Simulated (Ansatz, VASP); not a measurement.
One calculation of TiO2, two programs

```
Ti O
1.0
     4.26915    0.00000    0.00000
     0.00000    4.26915    0.00000
     0.00000    0.00000    3.00638
Ti O
2 4
Cartesian
  0.0000 0.0000 0.0000
  2.1346 2.1346 1.5032
  1.3049 1.3049 0.0000
  0.8297 3.4394 1.5032
  2.9643 2.9643 0.0000
  3.4394 0.8297 1.5032
```

Change from the starting cell: strain -0.080 along x and y, +0.000 along z, atoms carried along.

Alike in both runs: task single point; functional PBE; k mesh 6 × 6 × 10; occupations gaussian, width 0.05 eV; no spin polarisation; Hubbard terms Ti d U = 4.0 eV.

```csv
,VASP,Ansatz
version,VASP 6.6.1,Ansatz 0.2.0
potentials or method,"VASP PAW PBE potentials, release 64 (Ti_sv, O), cutoff 520 eV","scalar-relativistic, plane waves, PAW"
valence electrons in the cell,48,48
```

|  | VASP | Ansatz | Ansatz less VASP |
| --- | --- | --- | --- |
| gap on the k mesh at the Fermi level (eV) | 2.75 | 2.73 | -0.021 |
| least direct gap on the mesh (eV) | 2.75 | 2.77 | +0.019 |
| pressure (GPa) | 55.2 | 48.7 | -6.44 |
| traceless stress, the component that is largest in VASP (GPa) | -10.37 | -10.76 | -0.388 |
| rms of the force components (eV/Å) | 0.073 | 0.062 | -0.0115 |

The programs project onto different local orbitals, so the same U acts differently, and such runs can settle in different states. Atom by atom the forces differ by 0.011 eV/Å (rms over components). The pressures are high and differ by over a tenth, so treat them with care.
